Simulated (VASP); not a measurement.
Set up this calculation in VASP 6.6.1, as the native input.

```yaml
Task: single point
Functional: LDA
Potentials_or_basis: VASP PAW LDA potentials, release 64 (Al, N)
Cutoff: 600 eV
k_mesh: 12 × 12 × 6
Occupations: fermi-dirac, width 0.2 eV
Spin: no spin polarisation
Dipole_correction: no
Further_INCAR_settings: ALGO = Normal; EDIFF = 1e-06; NBANDS = 16
```

The structure of AlN lies in POSCAR:

```
AlN
1.0
    3.2586851769      0.0000000000      0.0000000000
   -1.6293425885      2.8221041461      0.0000000000
    0.0000000000      0.0000000000      4.3260103409
Al N
2 2
Direct
    0.3333333333      0.6666666667      0.7500000000
    0.6666666667      0.3333333333      0.2500000000
    0.3333333333      0.6666666667      0.2500000000
    0.6666666667      0.3333333333      0.7500000000
```

This cell differs from its parent crystal: ratio of the length along z to the lengths across it x 1.05, volume and fractional coordinates fixed.

These files were run (other wordings do the same):

INCAR

```
  ALGO = Normal
  EDIFF = 1E-6
  ENCUT = 600
  GGA = CA
  GGA_COMPAT = False
  ISIF = 2
  ISMEAR = -1
  LASPH = True
  LCHARG = False
  LREAL = False
  LWAVE = False
  NBANDS = 16
  NELM = 120
  PREC = Accurate
  SIGMA = 0.2
```

KPOINTS

```
k-points
0
Gamma
  12 12 6
```

Potentials or basis: VASP PAW LDA potentials, release 64 (Al, N).

The run is started by

```console
$ cat potpaw_LDA.64/Al/POTCAR potpaw_LDA.64/N/POTCAR > POTCAR
$ mpirun -np 1 vasp_std > vasp.out
```

It gave:

```json
{
 "Pressure": "-6.1 GPa",
 "Band gap on the k mesh": "3.17 eV, direct"
}
```

Run time: 77 s on 1 thread of Intel Xeon 8259CL (shared host), peak memory 0.18 GiB.
